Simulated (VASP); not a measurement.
Here is a VASP 6.6.1 calculation.

The input INCAR:

```
PREC = Accurate ; ENCUT = 600
EDIFF = 1E-6 ; ISMEAR = 0
SIGMA = 0.1 ; LREAL = False
LASPH = True ; NELM = 80
ALGO = Normal ; ISIF = 3
LWAVE = False ; LCHARG = False
GGA = PS ; IBRION = 2
NSW = 70 ; EDIFFG = -0.008
PSTRESS = 400.0
```

Contents of KPOINTS:

```
Automatic mesh
0
Gamma
  16 16 16
```

File POSCAR:

```
AlNi
1.0
    1.9126940888     -1.9126940888      0.0000000000
    1.9126940888      1.9126940888      0.0000000000
    0.0000000000      0.0000000000      2.7119156288
Al Ni
1 1
Direct
    0.0000000000      0.0000000000      0.0000000000
    0.5000000000      0.5000000000      0.5000000000
```

Potentials or basis: VASP PAW PBE potentials, release 64 (Al, Ni).

Launch:

```bash
$ cat potpaw_PBE.64/Al/POTCAR potpaw_PBE.64/Ni/POTCAR > POTCAR
$ mpirun -np 1 vasp_std > vasp.out
```

(1) Predict the relaxed cell.

(2) What does it give for the space group after relaxing (to 0.1 Å)?

(3) Estimate the band gap on the k mesh.

(4) What does it give for the relaxed volume?

## Answers

(1) a = 2.711 Å, b = 2.711 Å, c = 2.711 Å, α = 90.00°, β = 90.00°, γ = 90.00°.

(2) Pm-3m (No. 221).

(3) zero (an odd number of electrons rules out a gap without spin polarisation).

(4) 9.97 Å³/atom.

Caveat: the cell is relaxed towards a set pressure, so the run minimises the enthalpy, not the energy; the PAW data sets were made with another functional, which shifts forces and pressure a little.
